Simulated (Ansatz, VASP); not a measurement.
## Two plane-wave programs on SrO

Contents of INCAR:

```
SYSTEM = SrO
PREC = Accurate
ENCUT = 600
EDIFF = 1E-6
ISMEAR = 0
SIGMA = 0.01
LREAL = .FALSE.
LASPH = .TRUE.
NELM = 100
ALGO = Normal
ISIF = 3
LWAVE = .FALSE.
LCHARG = .FALSE.
GGA = CA
IBRION = 2
NSW = 80
EDIFFG = -0.001
```

KPOINTS

```
regular mesh
0
G
  8 8 8
  0 0 0
```

The input POSCAR:

```
SrO
1.0
    0.0000000000      2.5323443572      2.5323443572
    2.5323443572      0.0000000000      2.5323443572
    2.5323443572      2.5323443572      0.0000000000
Sr O
1 1
Direct
    0.0000000000      0.0000000000      0.0000000000
    0.5000000000      0.5000000000      0.5000000000
```

Input for Ansatz:

```yaml
crystal:
  lattice:
    - [0.0, 2.5323443572, 2.5323443572]
    - [2.5323443572, 0.0, 2.5323443572]
    - [2.5323443572, 2.5323443572, 0.0]
  atoms:
    - { symbol: Sr, position: [0.0, 0.0, 0.0] }
    - { symbol: O, position: [0.5, 0.5, 0.5] }
basis:
  ecutwfc: 420
kpoints:
  mp_grid: { grid: [8, 8, 8] }
hamiltonian:
  xc: lda
  pseudopotentials: { kind: paw, azcp: { folder: soft_1 } }
scf:
  occupations: { method: fixed }
output:
  forces: true
  stress: true
  eigenvalues: true
  write_density: true
  write_potential: true
  elf: true
  volumetric_format: npy
relax:
  adjacent_minimum: "off"
  f_tol: 0.001
  max_steps: 60
  cell: { stress_tol: 0.01 }
```

Alike in both runs: task relaxation of cell and atoms; functional LDA; k mesh 8 × 8 × 8; no spin polarisation.

|  | VASP | Ansatz |
| --- | --- | --- |
| version | VASP 6.6.1 | Ansatz 0.2.0 |
| potentials or method | VASP PAW LDA potentials, release 64 (Sr_sv, O), cutoff 600 eV | scalar-relativistic, plane waves, PAW |
| occupations | gaussian, width 0.01 eV | fixed |
| valence electrons in the cell | 16 | 16 |

|  | VASP | Ansatz | Ansatz less VASP |
| --- | --- | --- | --- |
| gap on the k mesh at the Fermi level, each at its own relaxed structure (eV) | 3.07 | 3.12 | +0.056 |
| relaxed volume (Å³/atom) | 16.35 | 16.24 | -0.108 |
| relaxed cell length with the largest relative difference (Å) | 3.589 | 3.581 | -0.0079 |

Ansatz warns that its potentials were made for another functional, while VASP's fit it. LDA's correlation is that of Perdew and Zunger in VASP and of Perdew and Wang (1992) in Ansatz.
